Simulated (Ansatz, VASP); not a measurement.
## Two plane-wave programs on ZnS

```
CELL_PARAMETERS angstrom
-2.70465 -2.70465 0.00000
2.70465 -2.70465 0.00000
0.00000 0.00000 11.06860
ATOMIC_POSITIONS crystal
Zn 0.00000 0.00000 0.91633
Zn 0.50000 0.50000 0.18327
Zn 0.00000 0.00000 0.42762
Zn 0.50000 0.50000 0.67197
S 0.50000 0.00000 0.30544
S 0.00000 0.50000 0.54980
S 0.50000 0.00000 0.79415
S 0.00000 0.50000 0.06109
```

Alike in both runs: task single point; functional PBEsol; k mesh 7 × 7 × 3; occupations gaussian, width 0.05 eV; no spin polarisation.

|  | VASP | Ansatz |
| --- | --- | --- |
| version | VASP 6.6.1 | Ansatz 0.2.0 |
| potentials or method | VASP PAW PBE potentials, release 64 (Zn, S), cutoff 520 eV | scalar-relativistic, plane waves, PAW |
| valence electrons in the cell | 72 | 72 |

|  | VASP | Ansatz | Ansatz less VASP |
| --- | --- | --- | --- |
| gap on the k mesh at the Fermi level (eV) | 1.73 | 1.73 | -0.004 |
| least direct gap on the mesh (eV) | 1.73 | 1.73 | -0.004 |
| pressure (GPa) | -3.3 | -3.4 | -0.17 |
| traceless stress, the component that is largest in VASP (GPa) | -0.88 | -0.89 | -0.008 |
| rms of the force components (eV/Å) | 0.279 | 0.277 | -0.0021 |

VASP's potentials were made for PBE, not for PBEsol. Atom by atom the forces differ by 0.002 eV/Å (rms over components). The functional is the same, so the differences come from potentials, cutoffs and numerics.
